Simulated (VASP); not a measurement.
Input of a VASP 6.6.1 run:

The input INCAR:

```
  ALGO = Fast
  EDIFF = 1E-6
  ENCUT = 520
  GGA = CA
  ISIF = 2
  ISMEAR = -1
  LASPH = T
  LCHARG = T
  LELF = T
  LREAL = F
  LVHAR = T
  LWAVE = F
  NBANDS = 14
  NELM = 80
  PREC = Accurate
  SIGMA = 0.05
```

Contents of KPOINTS:

```
k-points
0
Gamma
  11 11 3
```

The input POSCAR:

```
Al
1.0
    2.8270770242      0.0000000000      0.0000000000
   -1.4135385121      2.4483205214      0.0000000000
    0.0000000000      0.0000000000      9.1859930700
Al
4
Direct
    0.6666666667      0.3333333333      0.7500000000
    0.0000000000      0.0000000000      0.5000000000
    0.3333333333      0.6666666667      0.2500000000
    0.0000000000      0.0000000000      0.0000000000
```

Potentials or basis: VASP PAW LDA potentials, release 64 (Al).

Run with:

```sh
$ cat potpaw_LDA.64/Al/POTCAR > POTCAR
$ mpirun -np 1 vasp_std > vasp.out
```

Task: Predict the band gap on the k mesh.

Result: Zero (band 6 reaches 12.18 eV, above the bottom of band 7 at 6.23 eV).

Task: Estimate the pressure.

Result: 0.1 GPa.

Stress tensor (GPa, compression positive):
```
-0.60  0.00  0.00
 0.00 -0.60  0.00
 0.00  0.00  1.38
```
